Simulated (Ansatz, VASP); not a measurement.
MnHg in VASP and in Ansatz

```xyz
2
Lattice="3.2880 0.0000 0.0000 0.0000 3.2880 0.0000 0.0000 0.0000 3.3130" Properties=species:S:1:pos:R:3 pbc="T T T"
Mn    1.6440    1.6440    1.6565
Hg    0.0000    0.0000    0.0000
```

Alike in both runs: task single point; functional PBE; k mesh 12 × 12 × 12; occupations gaussian, width 0.1 eV; no spin polarisation.

|  | VASP | Ansatz |
| --- | --- | --- |
| version | VASP 6.6.1 | Ansatz 0.2.0 |
| potentials or method | VASP PAW PBE potentials, release 64 (Mn_pv, Hg), cutoff 520 eV | scalar-relativistic, plane waves, PAW |
| valence electrons in the cell | 25 | 35 |

VASP gave:

```
gap on the k mesh at the Fermi level (eV)                     : none
pressure (GPa)                                                : -13.4
traceless stress, the component that is largest in VASP (GPa) : -0.05
```

Task: What did Ansatz give for the same quantities?

Result: gap on the k mesh at the Fermi level (eV): none; pressure (GPa): -14.1; traceless stress, the component that is largest in VASP (GPa): -0.05.

A gap of «none» marks a metal or a gap that the smearing closes. VASP's potentials hold 25 valence electrons a cell and Ansatz's 35, so a difference there can come from the potentials and not from the codes.

Neither program's run includes spin-orbit coupling.
